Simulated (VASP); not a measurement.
# NaCl (base) (Fm-3m) in VASP: a series of runs, part 2 of 2

VASP 6.6.1. Earlier steps stand in the parts before.

### 4 Relaxation of cell and atoms, PBE, target pressure 12 GPa, at which the enthalpy is minimised

Input file INCAR:

```
ALGO = Normal
EDIFF = 1E-6
EDIFFG = -0.002
ENCUT = 600
GGA = PE
IBRION = 2
ISIF = 3
ISMEAR = 0
LASPH = True
LCHARG = False
LREAL = False
LWAVE = False
NELM = 100
NSW = 100
PREC = Accurate
PSTRESS = 120.0
SIGMA = 0.02
```

Input file KPOINTS:

```
k-points
0
Gamma
  8 8 8
```

Input file POSCAR:

```
NaCl
1.0
    0.0000000000      2.6020988198      2.6020988198
    2.6020988198      0.0000000000      2.6020988198
    2.6020988198      2.6020988198      0.0000000000
Na Cl
1 1
Direct
    0.0000000000      0.0000000000      0.0000000000
    0.5000000000      0.5000000000      0.5000000000
```

Potentials or basis: VASP PAW PBE potentials, release 64 (Na_pv, Cl).

Run with:

```bash
$ cat potpaw_PBE.64/Na_pv/POTCAR potpaw_PBE.64/Cl/POTCAR > POTCAR
$ mpirun -np 1 vasp_std > vasp.out
```

OUTCAR:

```text
EDIFF = 1E-6
   EDIFFG = -0.002
   ENCUT = 600
   GGA = PE
   IBRION = 2
   ISIF = 3
   ISMEAR = 0
   LASPH = True
   LREAL = False
   NELM = 100
   NSW = 100
   PREC = Accurate
   PSTRESS = 120.0

 ion  position               nearest neighbor table
   1  0.000  0.000  0.000-   2 2.60   2 2.60   2 2.60   2 2.60   2 2.60   2 2.60
   2  0.500  0.500  0.500-   1 2.60   1 2.60   1 2.60   1 2.60   1 2.60   1 2.60

  LATTYP: Found a face centered cubic cell.
 ALAT       =     5.2041976396

  Lattice vectors:

 A1 = (   0.0000000000,   2.6020988198,   2.6020988198)
 A2 = (   2.6020988198,   0.0000000000,   2.6020988198)
 A3 = (   2.6020988198,   2.6020988198,   0.0000000000)

Analysis of symmetry for initial positions (statically):
=====================================================================
 Subroutine PRICEL returns:
 Original cell was already a primitive cell.

 Routine SETGRP: Setting up the symmetry group for a
 face centered cubic supercell.

 Subroutine GETGRP returns: Found 48 space group operations
 (whereof 48 operations were pure point group operations)
 out of a pool of 48 trial point group operations.

The static configuration has the point symmetry O_h .

Analysis of symmetry for dynamics (positions and initial velocities):
=====================================================================
 Subroutine PRICEL returns:
 Original cell was already a primitive cell.

 Routine SETGRP: Setting up the symmetry group for a
 face centered cubic supercell.

 Subroutine GETGRP returns: Found 48 space group operations
 (whereof 48 operations were pure point group operations)
 out of a pool of 48 trial point group operations.

The dynamic configuration has the point symmetry O_h .

 Subroutine INISYM returns: Found 48 space group operations
 (whereof 48 operations are pure point group operations),
 and found     1 'primitive' translations

----------------------------------------------------------------------------------------

                                     Primitive cell

  volume of cell :      35.2372

  direct lattice vectors                    reciprocal lattice vectors
     0.000000000  2.602098820  2.602098820    -0.192152579  0.192152579  0.192152579
     2.602098820  0.000000000  2.602098820     0.192152579 -0.192152579  0.192152579
     2.602098820  2.602098820  0.000000000     0.192152579  0.192152579 -0.192152579

  length of vectors
     3.679923442  3.679923442  3.679923442     0.332818030  0.332818030  0.332818030

  position of ions in fractional coordinates (direct lattice)
     0.000000000  0.000000000  0.000000000
     0.500000000  0.500000000  0.500000000

  ion indices of the primitive-cell ions
   primitive index   ion index
                 1           1
                 2           2
[... 105 lines left out ...]
 Gauss-broadening in eV      SIGMA  =   0.02
  energy-cutoff  :      600.00
  volume of cell :       35.24
 maximum number of plane-waves:      1243
 NGX is ok and might be reduce to    30
   NGX = 15   NGY = 15   NGZ = 15

--------------------------------------- Ionic step        1  -------------------------------------------

 number of electron      14.0000006 magnetization

 Free energy of the ion-electron system (eV)
  ---------------------------------------------------
  ext. energy  EPLUGINS =         0.00000000
  ---------------------------------------------------
  free energy    TOTEN  =        -6.45717427 eV

  energy without entropy =       -6.45717427  energy(sigma->0) =       -6.45717427

------------------------ aborting loop because EDIFF is reached ----------------------------------------

  FORCE on cell =-STRESS in cart. coord.  units (eV):
  Direction    XX          YY          ZZ          XY          YZ          ZX
  --------------------------------------------------------------------------------------
  -------------------------------------------------------------------------------------
  Total        2.6538126      2.6538126      2.6538126      0.0000000      0.0000000      0.0000000
  in kB      120.6644912    120.6644912    120.6644912      0.0000000      0.0000000      0.0000000
  external PRESSURE =       0.6644912 kB  Pullay stress =     120.0000000 kB

 VOLUME and BASIS-vectors are now :
 -----------------------------------------------------------------------------
  energy-cutoff  :      600.00
  volume of cell :       35.24
      direct lattice vectors                 reciprocal lattice vectors
     0.000000000  2.602098820  2.602098820    -0.192152579  0.192152579  0.192152579
     2.602098820  0.000000000  2.602098820     0.192152579 -0.192152579  0.192152579
     2.602098820  2.602098820  0.000000000     0.192152579  0.192152579 -0.192152579

 POSITION                                       TOTAL-FORCE (eV/Angst)
 -----------------------------------------------------------------------------------
      0.00000      0.00000      0.00000         0.000000      0.000000     -0.000000
      2.60210      2.60210      2.60210        -0.000000     -0.000000      0.000000
 -----------------------------------------------------------------------------------
    total drift:                               -0.000000      0.000000      0.000000

  FREE ENERGIE OF THE ION-ELECTRON SYSTEM (eV)
  ---------------------------------------------------
  free  energy   TOTEN  =        -6.4571742674 eV

  energy  without entropy=       -6.4571742674  energy(sigma->0) =       -6.45717427

  enthalpy is  TOTEN    =        -3.8179760057 eV   P V=        2.6391982617

--------------------------------------- Ionic step        2  -------------------------------------------

 number of electron      14.0000006 magnetization

 Free energy of the ion-electron system (eV)
  ---------------------------------------------------
  ext. energy  EPLUGINS =         0.00000000
  ---------------------------------------------------
  free energy    TOTEN  =        -6.45997249 eV

  energy without entropy =       -6.45997249  energy(sigma->0) =       -6.45997249

 E-fermi :   1.0030     XC(G=0):  -9.2439

 val. band max:        0.9167975937   @ k =   0.0000   0.0000   0.0000
 cond. band min:       7.1313391140   @ k =   0.0000   0.0000   0.0000
 fundamental gap:      6.2145415203
 Fermi energy:         1.0030253856

 k-point     1 :       0.0000    0.0000    0.0000
  band No.  band energies     occupation
      1     -19.5696      2.00000
      2     -19.5696      2.00000
      3     -19.5696      2.00000
      4     -12.4293      2.00000
      5       0.9168      2.00000
      6       0.9168      2.00000
      7       0.9168      2.00000
      8       7.1313      0.00000
      9      12.1778      0.00000
     10      12.1778      0.00000
     11      12.1778      0.00000
[... 309 lines left out ...]
 k-point    24 :      -0.3750    0.2500    0.1250
  band No.  band energies     occupation
      1     -19.6401      2.00000
      2     -19.5915      2.00000
      3     -19.5809      2.00000
      4     -11.7036      2.00000
      5      -1.4792      2.00000
      6      -0.2358      2.00000
      7       0.2748      2.00000
      8       9.8193      0.00000
      9      11.2193      0.00000
     10      12.3979      0.00000
     11      13.4996      0.00000

 [... further k-points ...]
[... 5 lines left out ...]
  --------------------------------------------------------------------------------------
  -------------------------------------------------------------------------------------
  Total        2.6387648      2.6387648      2.6387648      0.0000000     -0.0000000     -0.0000000
  in kB      119.8534963    119.8534963    119.8534963      0.0000000     -0.0000000     -0.0000000
  external PRESSURE =      -0.1465037 kB  Pullay stress =     120.0000000 kB

 VOLUME and BASIS-vectors are now :
 -----------------------------------------------------------------------------
  energy-cutoff  :      600.00
  volume of cell :       35.27
      direct lattice vectors                 reciprocal lattice vectors
     0.000000000  2.603016106  2.603016106    -0.192084866  0.192084866  0.192084866
     2.603016106  0.000000000  2.603016106     0.192084866 -0.192084866  0.192084866
     2.603016106  2.603016106  0.000000000     0.192084866  0.192084866 -0.192084866

 POSITION                                       TOTAL-FORCE (eV/Angst)
 -----------------------------------------------------------------------------------
      2.60302      2.60302      5.20603         0.000000      0.000000     -0.000000
      2.60302      2.60302      2.60302         0.000000      0.000000      0.000000
 -----------------------------------------------------------------------------------
    total drift:                                0.000000      0.000000      0.000000

  FREE ENERGIE OF THE ION-ELECTRON SYSTEM (eV)
  ---------------------------------------------------
  free  energy   TOTEN  =        -6.4599724873 eV

  energy  without entropy=       -6.4599724873  energy(sigma->0) =       -6.45997249

  enthalpy is  TOTEN    =        -3.8179821476 eV   P V=        2.6419903397

 reached required accuracy - stopping structural energy minimisation
```

Run time: 13 s. Hardware: 1 thread of Intel Xeon Platinum 8488C (Sapphire Rapids), shared host; peak memory 0.16 GiB.

What came out:

| Item | Value |
| --- | --- |
| Free energy | -6.4600 eV |
| Relaxed volume | 17.64 Å³/atom |
| Relaxed cell | a = 3.681 Å, b = 3.681 Å, c = 3.681 Å, α = 60.00°, β = 60.00°, γ = 60.00° |
| Space group after relaxing (to 0.05 Å) | Fm-3m (No. 225) |
| Energy change on relaxing (the enthalpy is what falls) | -1.4 meV/atom |
| Ionic steps | 2 |
| Pressure after relaxing | 12.0 GPa |
| Band gap on the k mesh | 6.21 eV, direct |

Step by step:
```csv
step,energy change (eV),largest force (eV/Å),pressure (GPa),volume (Å³)
1,0.0000,0.0000,12.07,35.24
2,-0.0028,0.0000,11.99,35.27
```

Final structure:
```yaml
crystal:
  lattice:
    - [0.00000, 2.60302, 2.60302]
    - [2.60302, 0.00000, 2.60302]
    - [2.60302, 2.60302, 0.00000]
  atoms:
    - { symbol: Na, position: [0.00000, 0.00000, 0.00000] }
    - { symbol: Cl, position: [0.50000, 0.50000, 0.50000] }
```

Caveat: the cell is relaxed towards a set pressure, so the enthalpy falls and the energy may rise. Expect the measured gap to be larger: semilocal functionals such as PBE lack the derivative discontinuity.

### 5 Relaxation of cell and atoms, PBE, target pressure 12 GPa, at which the enthalpy is minimised

This run uses another cell than the first one, of 22.19 Å³/atom, 1.259 times its volume.

Input file INCAR:

```
PREC = Accurate
ENCUT = 600
EDIFF = 1E-6
ISMEAR = 0
SIGMA = 0.02
LREAL = F
LASPH = T
NELM = 60
ALGO = Normal
ISIF = 3
LWAVE = F
LCHARG = F
GGA = PE
IBRION = 2
NSW = 100
EDIFFG = -0.002
PSTRESS = 120.0
```

Input file KPOINTS:

```
Automatic mesh
0
Gamma
  8 8 8
```

Input file POSCAR:

```
NaCl
1.0
    0.0000000000      2.8100000000      2.8100000000
    2.8100000000      0.0000000000      2.8100000000
    2.8100000000      2.8100000000      0.0000000000
Na Cl
1 1
Direct
    0.0000000000      0.0000000000      0.0000000000
    0.5000000000      0.5000000000      0.5000000000
```

Run with:

```bash
$ cat potpaw_PBE.64/Na_pv/POTCAR potpaw_PBE.64/Cl/POTCAR > POTCAR
$ mpirun -np 1 vasp_std > vasp.out
```

It took 17 s on 1 thread of Intel Xeon Platinum 8488C (Sapphire Rapids), shared host; peak memory 0.18 GiB.

It converged, with:

- Free energy: -6.4607 eV
- Relaxed volume: 17.64 Å³/atom
- Relaxed cell: a = 3.681 Å, b = 3.681 Å, c = 3.681 Å, α = 60.00°, β = 60.00°, γ = 60.00°
- Space group after relaxing (to 0.05 Å): Fm-3m (No. 225)
- Energy change on relaxing (the enthalpy is what falls): +155.8 meV/atom
- Ionic steps: 4
- Pressure after relaxing: 12.0 GPa
- Band gap on the k mesh: 6.21 eV, direct

Step by step:
```tsv
step	energy change (eV)	largest force (eV/Å)	pressure (GPa)	volume (Å³)
1	0.0000	0.0000	1.05	44.38
2	0.3069	0.0000	11.87	35.33
3	0.3116	0.0000	11.98	35.27
4	0.3116	0.0000	12.00	35.27
```

Final structure:
```yaml
crystal:
  lattice:
    - [0.00000, 2.60293, 2.60293]
    - [2.60293, 0.00000, 2.60293]
    - [2.60293, 2.60293, 0.00000]
  atoms:
    - { symbol: Na, position: [0.00000, 0.00000, 0.00000] }
    - { symbol: Cl, position: [0.50000, 0.50000, 0.50000] }
```

Levels at points of the mesh, in eV from the valence-band top:
```tsv
k point	band 5	band 6	band 7	band 8	band 9	band 10
(0.00, 0.00, 0.00)	0.00	0.00	0.00	6.21	11.26	11.26
(0.50, 0.00, 0.00)	-2.78	-0.44	-0.44	7.65	11.50	11.50
(0.50, 0.50, 0.00)	-2.39	-0.87	-0.87	7.73	8.22	13.19
```

Caveat: the cell is relaxed towards a set pressure, so the enthalpy falls and the energy may rise; the volume moved by over 15 % at a fixed basis, so the end points are rough. PBE gaps usually lie below the measured ones, often by a third to a half.

### 6 The runs side by side

```tsv
task	cell	cutoff (eV)	gap on the mesh (eV)	pressure (GPa)
single point	a = 3.680 Å, angles 60.0°, 2 atoms	520	6.22	12.0
relaxation of cell and atoms	relaxed to 12 GPa from a = 3.680 Å, angles 60.0°, 2 atoms	600	6.21	12.0
relaxation of cell and atoms	relaxed to 12 GPa from a = 3.974 Å, angles 60.0°, 2 atoms	600	6.21	12.0
```

Alike in all rows: level PBE; potentials or basis VASP PAW PBE potentials, release 64 (Na_pv, Cl); no spin polarisation; k mesh 8 × 8 × 8; smearing gaussian 0.02 eV.

Caveats: the cell is relaxed towards a set pressure, so the enthalpy falls and the energy may rise (some runs); the volume moved by over 15 % at a fixed basis, so the end points are rough (some runs).

Total energies depend on the potentials used, so only differences within one code and one set of settings carry meaning.
